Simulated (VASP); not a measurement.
Set up this calculation in VASP 6.6.1, as the native input.

| Quantity | Value |
| --- | --- |
| Task | single point |
| Functional | r2SCAN |
| Potentials or basis | VASP PAW PBE potentials, release 64 (Nb_sv) |
| Cutoff | 520 eV |
| k mesh | 13 × 13 × 13 |
| Occupations | fermi-dirac, width 0.1 eV |
| Spin | no spin polarisation |
| Dipole correction | no |
| Further INCAR settings | ALGO = Normal; EDIFF = 1e-06; NBANDS = 12 |

Nb:

```xyz
1
Lattice="-1.6511 1.6511 1.6511 1.6511 -1.6511 1.6511 1.6511 1.6511 -1.6511" Properties=species:S:1:pos:R:3 pbc="T T T"
Nb    0.0000    0.0000    0.0000
```

These files were run (other wordings do the same):

POSCAR

```
Nb
1.0
   -1.6511317431      1.6511317431      1.6511317431
    1.6511317431     -1.6511317431      1.6511317431
    1.6511317431      1.6511317431     -1.6511317431
Nb
1
Direct
    0.0000000000      0.0000000000      0.0000000000
```

INCAR.step1

```
SYSTEM = Nb
PREC = Accurate
ENCUT = 520
ISMEAR = -1
SIGMA = 0.1
LREAL = .FALSE.
LASPH = .TRUE.
NELM = 100
NBANDS = 12
GGA = PE
ALGO = Normal
EDIFF = 1E-4
LWAVE = .TRUE.
LCHARG = .FALSE.
```

INCAR.step2

```
SYSTEM = Nb
PREC = Accurate
ENCUT = 520
EDIFF = 1E-6
ISMEAR = -1
SIGMA = 0.1
LREAL = .FALSE.
LASPH = .TRUE.
NELM = 100
ALGO = Normal
ISIF = 2
LWAVE = .FALSE.
LCHARG = .FALSE.
METAGGA = R2SCAN
LMIXTAU = .TRUE.
NBANDS = 12
ISTART = 1
```

KPOINTS

```
Automatic mesh
0
G
  13 13 13
  0 0 0
```

Potentials or basis: VASP PAW PBE potentials, release 64 (Nb_sv).

Launch:

```bash
$ cat potpaw_PBE.64/Nb_sv/POTCAR > POTCAR
$ cp INCAR.step1 INCAR
$ mpirun -np 1 vasp_std > vasp.out
$ cp INCAR.step2 INCAR
$ mpirun -np 1 vasp_std > vasp.out
```

Results of the run:

| Item | Value |
| --- | --- |
| Pressure | -0.2 GPa |

Caveat: the PAW data sets were made with another functional, which shifts forces and pressure a little.

It took 69 s on 1 thread of Intel Xeon 8259CL (shared host), peak memory 0.15 GiB.
